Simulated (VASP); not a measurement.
# Mg3Co (Fm-3m) in VASP: single point with PBE

Aim: the single point of Mg3Co with PBE.

Program: VASP 6.6.1. These are calculated values, not measurements. Logs are shortened: lines on timing, memory, paths and dates and some standing lists are left out, and cuts for length are marked.

### 1 The cell of the first run

The structure is cubic, space group Fm-3m (No. 225). Conventional cell: a = 6.519 Å, b = 6.519 Å, c = 6.519 Å, α = 90.00°, β = 90.00°, γ = 90.00°. Within 3.7 Å of Mg (site symmetry -43m) lie 10 Mg at 2.82 to 3.26 Å and 4 Co at 2.82 Å. Mg (site symmetry m-3m) has 8 Mg at 2.82 Å and 6 Co at 3.26 Å within 3.7 Å. Co (site symmetry m-3m) has 14 Mg at 2.82 to 3.26 Å within 3.7 Å.

### 2 Single point, PBE, collinear spin, ferromagnetic start

Contents of INCAR:

```
SYSTEM = Mg3Co
PREC     = Accurate       ! precision mode
ENCUT    = 520            ! plane-wave cutoff, eV
EDIFF    = 1E-6           ! SCF threshold, eV
ISMEAR   = 0              ! smearing method
SIGMA    = 0.05           ! smearing width, eV
LREAL    = .FALSE.        ! projectors in reciprocal space
LASPH    = .TRUE.         ! aspherical terms in the spheres
NELM     = 150            ! most SCF steps
ALGO     = Normal         ! electronic algorithm
ISIF     = 2              ! what is computed and relaxed
LWAVE    = .FALSE.        ! write WAVECAR
LCHARG   = .TRUE.         ! write CHGCAR
ISPIN    = 2              ! spin polarisation
MAGMOM   = 0 0 0 2.5      ! initial moments
LORBIT   = 11             ! projections on sites
LMAXMIX  = 4              ! l up to which the mixer works
GGA      = PE             ! functional
LELF     = .TRUE.         ! ELF
LVHAR    = .TRUE.       
NBANDS   = 20             ! bands
```

Contents of KPOINTS:

```
Automatic mesh
0
G
  7 7 7
  0 0 0
```

Contents of POSCAR:

```
Mg3Co
1.0
    0.0000000000      3.2594841118      3.2594841118
    3.2594841118      0.0000000000      3.2594841118
    3.2594841118      3.2594841118      0.0000000000
Mg Co
3 1
Direct
    0.2500000000      0.2500000000      0.2500000000
    0.5000000000      0.5000000000      0.5000000000
    0.7500000000      0.7500000000      0.7500000000
    0.0000000000      0.0000000000      0.0000000000
```

Potentials or basis: VASP PAW PBE potentials, release 64 (Mg, Co).

Started as:

```bash
> cat potpaw_PBE.64/Mg/POTCAR potpaw_PBE.64/Co/POTCAR > POTCAR
> mpirun -np 1 vasp_std > vasp.out
```

OUTCAR:

```text
SYSTEM = Mg3Co
   PREC = Accurate
   ENCUT = 520
   EDIFF = 1E-6
   ISMEAR = 0
   LREAL = .FALSE.
   LASPH = .TRUE.
   NELM = 150
   ISIF = 2
   ISPIN = 2
   LORBIT = 11
   GGA = PE

 ion  position               nearest neighbor table
   1  0.250  0.250  0.250-   2 2.82   4 2.82   4 2.82   4 2.82   4 2.82   2 2.82   2 2.82   2 2.82
                             3 3.26   3 3.26   3 3.26   3 3.26   3 3.26   3 3.26
   2  0.500  0.500  0.500-   1 2.82   3 2.82   1 2.82   1 2.82   1 2.82   3 2.82   3 2.82   3 2.82
                             4 3.26   4 3.26   4 3.26   4 3.26   4 3.26   4 3.26
   3  0.750  0.750  0.750-   2 2.82   4 2.82   2 2.82   2 2.82   2 2.82   4 2.82   4 2.82   4 2.82
                             1 3.26   1 3.26   1 3.26   1 3.26   1 3.26   1 3.26
   4  0.000  0.000  0.000-   1 2.82   3 2.82   3 2.82   3 2.82   3 2.82   1 2.82   1 2.82   1 2.82
                             2 3.26   2 3.26   2 3.26   2 3.26   2 3.26   2 3.26

  LATTYP: Found a face centered cubic cell.
 ALAT       =     6.5189682236

  Lattice vectors:

 A1 = (   0.0000000000,   3.2594841118,   3.2594841118)
 A2 = (   3.2594841118,   0.0000000000,   3.2594841118)
 A3 = (   3.2594841118,   3.2594841118,   0.0000000000)

Analysis of symmetry for initial positions (statically):
=====================================================================
 Subroutine PRICEL returns:
 Original cell was already a primitive cell.

 Routine SETGRP: Setting up the symmetry group for a
 face centered cubic supercell.

 Subroutine GETGRP returns: Found 48 space group operations
 (whereof 48 operations were pure point group operations)
 out of a pool of 48 trial point group operations.

The static configuration has the point symmetry O_h .

Analysis of symmetry for dynamics (positions and initial velocities):
=====================================================================
 Subroutine PRICEL returns:
 Original cell was already a primitive cell.

 Routine SETGRP: Setting up the symmetry group for a
 face centered cubic supercell.

 Subroutine GETGRP returns: Found 48 space group operations
 (whereof 48 operations were pure point group operations)
 out of a pool of 48 trial point group operations.

The dynamic configuration has the point symmetry O_h .

Analysis of structural, dynamic, and magnetic symmetry:
=====================================================================
 Subroutine PRICEL returns:
 Original cell was already a primitive cell.

 Routine SETGRP: Setting up the symmetry group for a
 face centered cubic supercell.

 Subroutine GETGRP returns: Found 48 space group operations
 (whereof 48 operations were pure point group operations)
[... 134 lines left out ...]
  energy-cutoff  :      520.00
  volume of cell :       69.26
 maximum number of plane-waves:      1877
 NGX is ok and might be reduce to    36
   NGX = 17   NGY = 17   NGZ = 17

 number of electron      15.0000001 magnetization       0.4980999

 Free energy of the ion-electron system (eV)
  ---------------------------------------------------
  ext. energy  EPLUGINS =         0.00000000
  ---------------------------------------------------
  free energy    TOTEN  =       -10.89598708 eV

  energy without entropy =      -10.89183995  energy(sigma->0) =      -10.89391352

 E-fermi :   4.1413     XC(G=0):  -9.7459

 val. band max:        4.1384006985   @ k =   0.2857   0.1429   0.0000
 cond. band min:       4.1517789002   @ k =  -0.4286   0.2857   0.1429
 fundamental gap:      0.0133782017
 Fermi energy:         4.1412958640

 spin component 1

 k-point     1 :       0.0000    0.0000    0.0000
  band No.  band energies     occupation
      1      -3.2909      1.00000
      2       2.7695      1.00000
      3       2.7695      1.00000
      4       2.7695      1.00000
      5       3.0777      1.00000
      6       3.0777      1.00000
[... 416 lines left out ...]
      5       3.0992      1.00000
      6       3.2518      1.00000
[... 11 lines left out ...]
     18      15.1790      0.00000
     19      16.7580      0.00000
 Fermi energy:         4.1412958640

 spin component 2

 k-point     1 :       0.0000    0.0000    0.0000
  band No.  band energies     occupation
      1      -3.3035      1.00000
      2       3.1114      1.00000
      3       3.1114      1.00000
      4       3.1114      1.00000
      5       3.6218      1.00000
      6       3.6218      1.00000
[... 416 lines left out ...]
      5       3.5438      1.00000
      6       3.6764      1.00000
[... 11 lines left out ...]
     18      15.1525      0.00000
     19      16.7421      0.00000
 [bands above 19 left out]

------------------------ aborting loop because EDIFF is reached ----------------------------------------

  FORCE on cell =-STRESS in cart. coord.  units (eV):
  Direction    XX          YY          ZZ          XY          YZ          ZX
  --------------------------------------------------------------------------------------
  -------------------------------------------------------------------------------------
  Total       -0.0204007     -0.0204007     -0.0204007     -0.0000000     -0.0000000      0.0000000
  in kB       -0.4719313     -0.4719313     -0.4719313     -0.0000000     -0.0000000      0.0000000
  external PRESSURE =      -0.4719313 kB  Pullay stress =       0.0000000 kB

 VOLUME and BASIS-vectors are now :
 -----------------------------------------------------------------------------
  energy-cutoff  :      520.00
  volume of cell :       69.26
      direct lattice vectors                 reciprocal lattice vectors
     0.000000000  3.259484112  3.259484112    -0.153398508  0.153398508  0.153398508
     3.259484112  0.000000000  3.259484112     0.153398508 -0.153398508  0.153398508
     3.259484112  3.259484112  0.000000000     0.153398508  0.153398508 -0.153398508

 POSITION                                       TOTAL-FORCE (eV/Angst)
 -----------------------------------------------------------------------------------
      1.62974      1.62974      1.62974        -0.000000     -0.000000      0.000000
      3.25948      3.25948      3.25948         0.000000     -0.000000      0.000000
      4.88923      4.88923      4.88923         0.000000      0.000000     -0.000000
      0.00000      0.00000      0.00000         0.000000     -0.000000      0.000000
 -----------------------------------------------------------------------------------
    total drift:                               -0.000000      0.000000      0.000000

  FREE ENERGIE OF THE ION-ELECTRON SYSTEM (eV)
  ---------------------------------------------------
  free  energy   TOTEN  =       -10.8959870848 eV

  energy  without entropy=      -10.8918399465  energy(sigma->0) =      -10.89391352

 total charge

# of ion       s       p       d       tot
------------------------------------------
    1        0.210   0.161   0.022   0.393
    2        0.212   0.162   0.019   0.392
    3        0.210   0.161   0.022   0.393
    4        0.401   0.234   7.371   8.007
--------------------------------------------------
tot          1.033   0.717   7.434   9.184

 magnetization (x)

# of ion       s       p       d       tot
------------------------------------------
    1       -0.003  -0.002  -0.001  -0.006
    2       -0.001  -0.003  -0.001  -0.005
    3       -0.003  -0.002  -0.001  -0.006
    4        0.004   0.012   0.544   0.561
--------------------------------------------------
tot         -0.003   0.004   0.542   0.543
```

stdout:

```text
POSCAR found type information on POSCAR MgCo
 POSCAR found :  2 types and       4 ions
 scaLAPACK will be used
 LDA part: xc-table for (Slater+PW92), standard interpolation
 POSCAR, INCAR and KPOINTS ok, starting setup
 FFT: planning ... GRIDC
 FFT: planning ... GRID_SOFT
 FFT: planning ... GRID
 WAVECAR not read
 entering main loop
```

It took 62 s on 1 thread of Intel Xeon Platinum 8488C (Sapphire Rapids), shared host; peak memory 0.25 GiB.

What came out:

| Quantity | Value |
| --- | --- |
| Free energy | -10.8960 eV |
| Pressure | 0.0 GPa |
| Net moment | 0.50 μB per cell |
| Site moments | Mg -0.01; Co +0.56 μB |
| Valence electrons inside the program's atomic spheres | Mg 0.39; Co 8.01 |

Levels at points of the mesh, in eV from the Fermi level:
Spin up:
| k point | band 4 | band 5 | band 6 | band 7 | band 8 | band 9 | band 10 | band 11 |
| --- | --- | --- | --- | --- | --- | --- | --- | --- |
| (0.00, 0.00, 0.00) | -1.37 | -1.06 | -1.06 | 2.19 | 2.19 | 2.19 | 3.61 | 3.61 |
Spin down:
```csv
k point,band 4,band 5,band 6,band 7,band 8,band 9,band 10,band 11
"(0.00, 0.00, 0.00)",-1.03,-0.52,-0.52,2.18,2.18,2.18,3.70,3.70
```
